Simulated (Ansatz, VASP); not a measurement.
**One calculation of MgO, two programs**

```xyz
12
Lattice="2.0806 -2.0806 0.0000 2.0806 0.0000 -2.0806 9.0444 8.7844 8.5243" Properties=species:S:1:pos:R:3 pbc="T T T"
Mg    5.2015    1.0403    3.1209
Mg    3.1209    1.0403    1.0403
Mg    7.2822    3.1209    3.1209
Mg   11.4434    5.2015    5.2015
Mg    7.2822    5.2015    5.2015
Mg    3.1209   -1.0403   -1.0403
O     5.2015    1.0403    1.0403
O     1.0403    1.0403    1.0403
O     5.2015    3.1209    3.1209
O     9.3628    5.2015    5.2015
O     9.3628    3.1209    3.1209
O     9.3628    7.2822    7.2822
```

Alike in both runs: task single point; functional LDA; k mesh 9 × 9 × 2; occupations gaussian, width 0.05 eV; no spin polarisation.

|  | VASP | Ansatz |
| --- | --- | --- |
| version | VASP 6.6.1 | Ansatz 0.2.0 |
| potentials or method | VASP PAW LDA potentials, release 64 (Mg, O), cutoff 520 eV | scalar-relativistic, plane waves, PAW |
| valence electrons in the cell | 48 | 96 |

VASP gave:

| Quantity | Value |
| --- | --- |
| gap on the k mesh at the Fermi level (eV) | 0.44 |
| least direct gap on the mesh (eV) | 0.44 |
| pressure (GPa) | -5.0 |
| traceless stress, the component that is largest in VASP (GPa) | -5.71 |
| rms of the force components (eV/Å) | 0.863 |

Problem. Estimate Ansatz's values.

Solution. gap on the k mesh at the Fermi level (eV): 0.48; least direct gap on the mesh (eV): 0.48; pressure (GPa): -3.3; traceless stress, the component that is largest in VASP (GPa): -5.71; rms of the force components (eV/Å): 0.862.

Ansatz warns that its potentials were made for another functional, while VASP's fit it. LDA's correlation is that of Perdew and Zunger in VASP and of Perdew and Wang (1992) in Ansatz. Atom by atom the forces differ by 0.006 eV/Å (rms over components). VASP's potentials hold 48 valence electrons a cell and Ansatz's 96, so a difference there can come from the potentials and not from the codes.
